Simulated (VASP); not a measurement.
# NdHf: single point with PBE

NdHf:

```
CELL_PARAMETERS angstrom
3.38501 0.00000 0.00000
-1.69250 2.93150 0.00000
0.00000 0.00000 5.54697
ATOMIC_POSITIONS crystal
Nd 0.00000 0.00000 0.50000
Hf 0.66667 0.33333 0.00000
```

The cell was built from a structure type or drawn by symmetry, and may not be a known phase.

- Program: VASP 6.6.1
- Task: single point
- Functional: PBE
- Potentials or basis: VASP PAW PBE potentials, release 64 (Nd_3, Hf_pv), 4f in core
- Cutoff: 500 eV
- k mesh: 7 × 7 × 4
- Occupations: gaussian, width 0.2 eV
- Spin: no spin polarisation

```
Pressure               : 0.3 GPa
Band gap on the k mesh : zero (an odd number of electrons rules out a gap without spin polarisation)
```

Stress tensor (GPa, compression positive):
```
0.09 0.00 0.00
0.00 0.09 0.00
0.00 0.00 0.67
```

Levels at points of the mesh, in eV from the Fermi level:
```tsv
k point	band 7	band 8	band 9	band 10	band 11	band 12	band 13	band 14	band 15	band 16
(0.00, 0.00, 0.00)	-17.84	-5.65	-2.34	1.32	1.37	1.37	1.60	2.27	2.27	2.77
(0.00, 0.00, 0.50)	-17.84	-4.49	-2.76	0.37	0.54	1.26	1.26	1.54	1.54	4.18
```

Run time: 10 s on 1 thread of Intel(R) Xeon(R) 6975P-C (Granite Rapids) (shared host), peak memory 0.19 GiB.

Caveat: spin-orbit coupling is left out, which moves the levels of the heavy elements; the 4f electrons are frozen in the core, so they carry no moment and show no levels. Spin polarisation is off, so any magnetic state and its effect on volume and gap are missing.
